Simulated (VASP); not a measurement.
**RbGeN: relaxation of cell and atoms with PBE**

RbGeN:

```xyz
3
Lattice="-1.9427 3.1587 3.5331 1.9427 -3.1587 3.5331 1.9427 3.1587 -3.5331" Properties=species:S:1:pos:R:3 pbc="T T T"
Rb    0.0000    0.0000    0.0000
Ge    0.0000    0.0000    3.5331
N     0.0000    3.1587    0.0000
```

The cell was built from a structure type or drawn by symmetry, and may not be a known phase.

| Quantity | Value |
| --- | --- |
| Program | VASP 6.6.1 |
| Task | relaxation of cell and atoms |
| Functional | PBE |
| Potentials or basis | VASP PAW PBE potentials, release 64 (Rb_sv, Ge_d, N) |
| Cutoff | 600 eV |
| k mesh | 6 × 6 × 6 |
| Occupations | gaussian, width 0.1 eV |
| Spin | no spin polarisation |
| Dipole correction | no |
| Further INCAR settings | ALGO = Normal; EDIFF = 1e-06; IBRION = 2; EDIFFG = -0.04; NSW = 90; ISIF = 3 |

| Property | Result |
| --- | --- |
| Relaxed volume | 28.53 Å³/atom |
| Relaxed cell | a = 5.134 Å, b = 5.134 Å, c = 5.134 Å, α = 136.73°, β = 103.86°, γ = 91.85° |
| Space group after relaxing (to 0.1 Å) | Immm (No. 71) |
| Energy gained by relaxing | 10.6 meV/atom |
| Ionic steps | 6 |
| Pressure after relaxing | 0.0 GPa |
| Band gap on the k mesh | zero (bands 14 and 15 overlap by 0.89 eV) |

Stress tensor (GPa, compression positive):
```
-0.08  0.00  0.00
 0.00  0.01  0.00
 0.00  0.00  0.10
```

The path:
```tsv
step	energy change (eV)	largest force (eV/Å)	pressure (GPa)	volume (Å³)
1	0.0000	0.0000	-1.14	86.72
2	-0.0269	0.0000	0.69	84.13
3	-0.0310	0.0000	0.14	84.78
4	-0.0310	0.0000	0.07	84.81
5	-0.0313	0.0000	0.08	85.01
6	-0.0319	0.0000	0.01	85.60
```

Final structure:
```xyz
3
Lattice="-1.8929 3.1658 3.5713 1.8929 -3.1658 3.5713 1.8929 3.1658 -3.5713" Properties=species:S:1:pos:R:3 pbc="T T T"
Rb    0.0000    0.0000    0.0000
Ge    0.0000    0.0000    3.5713
N     0.0000    3.1658    0.0000
```

Levels at points of the mesh, in eV from the Fermi level:
```
           k point  band 12  band 13  band 14  band 15  band 16  band 17
(0.00, 0.00, 0.00)    -4.55    -3.54    -3.49     1.47     2.14     2.62
(0.50, 0.00, 0.00)    -4.39    -4.22    -3.74     1.05     2.12     3.60
(0.00, 0.50, 0.00)    -2.47    -2.36    -0.89    -0.69     1.66     3.37
(0.50, 0.50, 0.00)    -2.73    -2.57    -0.33    -0.02     1.20     3.34
(0.50, 0.50, 0.50)    -4.26    -3.96    -3.77     1.84     2.09     2.23
```

It took 15 min on 1 thread of AMD EPYC 7R43 64-Core Processor (Zen 3), on a shared host, peak memory 0.28 GiB.
